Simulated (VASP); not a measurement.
# Sr2Mo (P-3m1) in VASP: relaxation of cell and atoms with PBE

Aim: the relaxation of cell and atoms of Sr2Mo with PBE.

All numbers are computed with VASP 6.6.1; they aren't measurements. Logs are shortened: lines on timing, memory, paths and dates and some standing lists are left out, and cuts for length are marked.

## Step 1: The cell of the first run

It takes space group P-3m1 (No. 164, trigonal). The conventional cell has a = 3.577 Å, b = 3.577 Å, c = 8.783 Å, α = 90.00°, β = 90.00°, γ = 120.00°. Within 4.2 Å of Sr (site symmetry 3m) lie 3 Mo at 3.20 Å and 6 Sr at 3.58 Å. Mo (site symmetry -3m) has 6 Sr at 3.20 Å and 6 Mo at 3.58 Å within 4.2 Å.

## Step 2: Relaxation of cell and atoms, PBE

Input file INCAR:

```
  PREC = Accurate
  ENCUT = 600
  EDIFF = 1E-6
  ISMEAR = 0
  SIGMA = 0.1
  LREAL = False
  LASPH = True
  NELM = 100
  ALGO = Normal
  ISIF = 3
  LWAVE = False
  LCHARG = False
  GGA = PE
  IBRION = 2
  NSW = 100
  EDIFFG = -0.01
```

Input file KPOINTS:

```
regular mesh
0
Gamma
  15 15 6
```

Input file POSCAR:

```
Sr2Mo
1.0
    3.5772018644      0.0000000000      0.0000000000
   -1.7886009322      3.0979476890      0.0000000000
    0.0000000000      0.0000000000      8.7833414368
Sr Mo
2 1
Direct
    0.6666666667      0.3333333333      0.7222976288
    0.3333333333      0.6666666667      0.2777023712
    0.0000000000      0.0000000000      0.0000000000
```

Potentials or basis: VASP PAW PBE potentials, release 64 (Sr_sv, Mo_sv).

Started as:

```sh
cat potpaw_PBE.64/Sr_sv/POTCAR potpaw_PBE.64/Mo_sv/POTCAR > POTCAR
mpirun -np 1 vasp_std > vasp.out
```

OUTCAR:

```text
PREC = Accurate
   ENCUT = 600
   EDIFF = 1E-6
   ISMEAR = 0
   LREAL = False
   LASPH = True
   NELM = 100
   ISIF = 3
   GGA = PE
   IBRION = 2
   NSW = 100
   EDIFFG = -0.01

 ion  position               nearest neighbor table
   1  0.667  0.333  0.722-   3 3.20   3 3.20   3 3.20   2 4.42   2 4.42   2 4.42
   2  0.333  0.667  0.278-   3 3.20   3 3.20   3 3.20   1 4.42   1 4.42   1 4.42
   3  0.000  0.000  0.000-   1 3.20   2 3.20   2 3.20   1 3.20   1 3.20   2 3.20

  LATTYP: Found a hexagonal cell.
 ALAT       =     3.5772018644
 C/A-ratio  =     2.4553664483

  Lattice vectors:

 A1 = (   3.5772018644,   0.0000000000,   0.0000000000)
 A2 = (  -1.7886009322,   3.0979476890,   0.0000000000)
 A3 = (   0.0000000000,   0.0000000000,   8.7833414368)

Analysis of symmetry for initial positions (statically):
=====================================================================
 Subroutine PRICEL returns:
 Original cell was already a primitive cell.

 Routine SETGRP: Setting up the symmetry group for a
 hexagonal supercell.

 Subroutine GETGRP returns: Found 12 space group operations
 (whereof 12 operations were pure point group operations)
 out of a pool of 24 trial point group operations.

The static configuration has the point symmetry D_3d.

Analysis of symmetry for dynamics (positions and initial velocities):
=====================================================================
 Subroutine PRICEL returns:
 Original cell was already a primitive cell.

 Routine SETGRP: Setting up the symmetry group for a
 hexagonal supercell.

 Subroutine GETGRP returns: Found 12 space group operations
 (whereof 12 operations were pure point group operations)
 out of a pool of 24 trial point group operations.

The dynamic configuration has the point symmetry D_3d.

 Subroutine INISYM returns: Found 12 space group operations
 (whereof 12 operations are pure point group operations),
 and found     1 'primitive' translations

----------------------------------------------------------------------------------------

                                     Primitive cell

  volume of cell :      97.3369

  direct lattice vectors                    reciprocal lattice vectors
     3.577201864  0.000000000  0.000000000     0.279548104  0.161397173  0.000000000
    -1.788600932  3.097947689  0.000000000     0.000000000  0.322794347  0.000000000
     0.000000000  0.000000000  8.783341437     0.000000000  0.000000000  0.113851887

  length of vectors
     3.577201864  3.577201864  8.783341437     0.322794347  0.322794347  0.113851887

  position of ions in fractional coordinates (direct lattice)
     0.666666667  0.333333333  0.722297629
     0.333333333  0.666666667  0.277702371
     0.000000000  0.000000000  0.000000000

  ion indices of the primitive-cell ions
   primitive index   ion index
                 1           1
                 2           2
                 3           3

----------------------------------------------------------------------------------------

 KPOINTS: regular mesh

Automatic generation of k-mesh.
 Grid dimensions read from file:
 generate k-points for:   15   15    6

 Generating k-lattice:

  Cartesian coordinates                     Fractional coordinates (reciprocal lattice)
     0.018636540  0.010759812  0.000000000     0.066666667  0.000000000  0.000000000
     0.000000000  0.021519623  0.000000000     0.000000000  0.066666667  0.000000000
     0.000000000  0.000000000  0.018975315     0.000000000  0.000000000  0.166666667

  Length of vectors
     0.021519623  0.021519623  0.018975315

  Shift w.r.t. Gamma in fractional coordinates (k-lattice)
     0.000000000  0.000000000  0.000000000

 Subroutine IBZKPT returns following result:
 ===========================================

 Found    146 irreducible k-points:

 Following reciprocal coordinates:
            Coordinates               Weight
  0.000000  0.000000  0.000000      1.000000
  0.066667  0.000000  0.000000      6.000000
  0.133333  0.000000  0.000000      6.000000
  0.200000 -0.000000  0.000000      6.000000
  0.266667  0.000000  0.000000      6.000000
  0.333333  0.000000  0.000000      6.000000
[... 16 lines left out ...]
  0.333333  0.200000  0.000000     12.000000
  0.400000  0.200000  0.000000      6.000000
 [... further k-points ...]
   k-points           NKPTS =    146   k-points in BZ     NKDIM =    146   number of bands    NBANDS=     21
   number of dos      NEDOS =    301   number of ions     NIONS =      3
   total plane-waves  NPLWV =  63000
   dimension x,y,z NGX =    30 NGY =   30 NGZ =   70
   dimension x,y,z NGXF=    60 NGYF=   60 NGZF=  140
   ions per type =               2   1
   NGX,Y,Z   is equivalent  to a cutoff of  13.94, 13.94, 13.25 a.u.
   NGXF,Y,Z  is equivalent  to a cutoff of  27.88, 27.88, 26.50 a.u.
 SYSTEM =  unknown system
   PREC   = accura    normal or accurate (medium, high low for compatibility)
   ISTART =      0    job   : 0-new  1-cont  2-samecut
   ICHARG =      2    charge: 1-file 2-atom 10-const
   ISPIN  =      1    spin polarized calculation?
   LNONCOLLINEAR =      F non collinear calculations
   LSORBIT =      F    spin-orbit coupling
   LASPH  =      T    aspherical Exc in radial PAW
   ENCUT  =  600.0 eV  44.10 Ry    6.64 a.u.   7.14  7.14 17.54*2*pi/ulx,y,z
   NELM   =    100;   NELMIN=  2; NELMDL= -5     # of ELM steps
   EDIFF  = 0.1E-05   stopping-criterion for ELM
   LREAL  =      F    real-space projection
   EDIFFG = -.1E-01   stopping-criterion for IOM
   NSW    =    100    number of steps for IOM
   IBRION =      2    ionic relax: 0-MD 1-quasi-New 2-CG
   NFREE  =      1    steps in history (QN), initial steepest desc. (CG)
   ISIF   =      3    stress and relaxation
   ISYM   =      2    0-nonsym 1-usesym 2-fastsym
   POTIM  = 0.5000    time-step for ionic-motion
   TEBEG  =    0.0;   TEEND  =   0.0 temperature during run
   PSTRESS=    0.0 pullay stress
   NELECT =      34.0000    total number of electrons
   NUPDOWN=      -1.0000    fix difference up-down
   EMIN   =  10.00;   EMAX   =-10.00  energy-range for DOS
   EFERMI =   0.00;   METHOD = LEGACY
   ISMEAR =     0;   SIGMA  =   0.10  broadening in eV -4-tet -1-fermi 0-gaus
   EFERMI_NEDOS =   21; number of points for ismear=-14 and -15
   IALGO  =     38    algorithm
   IMIX   =      4    mixing-type and parameters
     AMIX     =   0.40;   BMIX     =  1.00
     AMIX_MAG =   1.60;   BMIX_MAG =  1.00
  volume/ion in A,a.u.               =      32.45       218.95
  Fermi-wavevector in a.u.,A,eV,Ry     =   1.152945  2.178751 18.085992  1.329283
  Thomas-Fermi vector in A             =   2.289593
   LORBIT       =      0    0 simple, 1 ext, 2 COOP (PROOUT), +10 PAW based schemes
   GGA     = PE    functional components
   LHFCALC =     F    Hartree Fock is set to
   AEXX    =    0.0000 exact exchange contribution
   IVDW    =     0    specifies the selected vdW correction
   LEPSILON=     F    determine dielectric tensor
   LRPA    =     F    only Hartree local field effects (RPA)
 conjugate gradient relaxation of ions
 non-spin polarized calculation
 Gauss-broadening in eV      SIGMA  =   0.10
  energy-cutoff  :      600.00
  volume of cell :       97.34
 maximum number of plane-waves:      3283
 NGX is ok and might be reduce to    30
   NGX = 15   NGY = 15   NGZ = 35

--------------------------------------- Ionic step        1  -------------------------------------------

 number of electron      34.0000002 magnetization

 Free energy of the ion-electron system (eV)
  ---------------------------------------------------
  ext. energy  EPLUGINS =         0.00000000
  ---------------------------------------------------
  free energy    TOTEN  =       -10.73336287 eV

  energy without entropy =      -10.71132581  energy(sigma->0) =      -10.72234434

------------------------ aborting loop because EDIFF is reached ----------------------------------------

  FORCE on cell =-STRESS in cart. coord.  units (eV):
  Direction    XX          YY          ZZ          XY          YZ          ZX
  --------------------------------------------------------------------------------------
  -------------------------------------------------------------------------------------
  Total       -0.0217823     -0.0217823     -0.0402846      0.0000000      0.0000000      0.0000000
  in kB       -0.3585403     -0.3585403     -0.6630901      0.0000000      0.0000000      0.0000000
  external PRESSURE =      -0.4600569 kB  Pullay stress =       0.0000000 kB
[... 207 lines left out ...]
  energy  without entropy=      -10.7121104740  energy(sigma->0) =      -10.72298950

--------------------------------------- Ionic step        7  -------------------------------------------

 number of electron      34.0000003 magnetization

 Free energy of the ion-electron system (eV)
  ---------------------------------------------------
  ext. energy  EPLUGINS =         0.00000000
  ---------------------------------------------------
  free energy    TOTEN  =       -10.73388529 eV

  energy without entropy =      -10.71216438  energy(sigma->0) =      -10.72302484

 E-fermi :   3.8484     XC(G=0):  -9.2249

 val. band max:        3.8398242568   @ k =   0.0667   0.0667   0.5000
 cond. band min:       3.8525689678   @ k =   0.3333   0.0667   0.5000
 fundamental gap:      0.0127447111
 Fermi energy:         3.8483774132

 k-point     1 :       0.0000    0.0000    0.0000
  band No.  band energies     occupation
      1     -56.7674      2.00000
      2     -31.7212      2.00000
      3     -31.7069      2.00000
      4     -30.8033      2.00000
      5     -30.8033      2.00000
      6     -30.7678      2.00000
[... 550 lines left out ...]
      5     -30.8423      2.00000
      6     -30.7763      2.00000
[... 13 lines left out ...]
     20       5.3894      0.00000
     21       5.7827      0.00000

 [... further k-points ...]
[... 5 lines left out ...]
  --------------------------------------------------------------------------------------
  -------------------------------------------------------------------------------------
  Total       -0.0096531     -0.0096531     -0.0207270      0.0000000     -0.0000000     -0.0000000
  in kB       -0.1596747     -0.1596747     -0.3428520      0.0000000     -0.0000000     -0.0000000
  external PRESSURE =      -0.2207338 kB  Pullay stress =       0.0000000 kB
[... 18 lines left out ...]
  FREE ENERGIE OF THE ION-ELECTRON SYSTEM (eV)
  ---------------------------------------------------
  free  energy   TOTEN  =       -10.7338852908 eV

  energy  without entropy=      -10.7121643828  energy(sigma->0) =      -10.72302484

 reached required accuracy - stopping structural energy minimisation
```

Wall time 16 min (1 thread of Intel Xeon 6975P-C (Granite Rapids), shared host); peak memory 0.52 GiB.

Results:

```yaml
Free_energy: -10.7339 eV
Relaxed_volume: 32.29 Å³/atom
Relaxed_cell: a = 3.573 Å, b = 3.573 Å, c = 8.763 Å, α = 90.00°, β = 90.00°, γ = 120.00°
Space_group_after_relaxing_to_0.05_Å: P-3m1 (No. 164)
Energy_gained_by_relaxing: 0.2 meV/atom
Ionic_steps: 7
Pressure_after_relaxing: 0.0 GPa
Band_gap_on_the_k_mesh: zero (band 17 reaches 3.94 eV, above the bottom of band 18 at 3.68 eV)
```

Step by step:
```tsv
step	energy change (eV)	largest force (eV/Å)	pressure (GPa)	volume (Å³)
1	0.0000	0.0320	-0.05	97.34
2	-0.0001	0.0307	-0.02	97.21
3	-0.0003	0.0270	0.07	96.81
4	-0.0004	0.0169	0.06	96.86
5	-0.0005	0.0008	-0.04	96.95
6	-0.0005	0.0021	-0.04	96.93
7	-0.0005	0.0005	-0.02	96.86
```

Final structure:
```
Sr Mo
1.0
     3.57260    0.00000    0.00000
    -1.78630    3.09396    0.00000
     0.00000    0.00000    8.76275
Sr Mo
2 1
Direct
  0.66667 0.33333 0.72085
  0.33333 0.66667 0.27915
  0.00000 0.00000 0.00000
```

Levels at points of the mesh, in eV from the Fermi level:
| k point | band 14 | band 15 | band 16 | band 17 | band 18 | band 19 | band 20 | band 21 |
| --- | --- | --- | --- | --- | --- | --- | --- | --- |
| (0.00, 0.00, 0.00) | -2.26 | -1.99 | -0.51 | -0.17 | -0.17 | 0.33 | 0.33 | 2.03 |
| (0.00, 0.00, 0.50) | -3.18 | -1.93 | -0.17 | -0.17 | 0.34 | 0.34 | 0.45 | 1.32 |
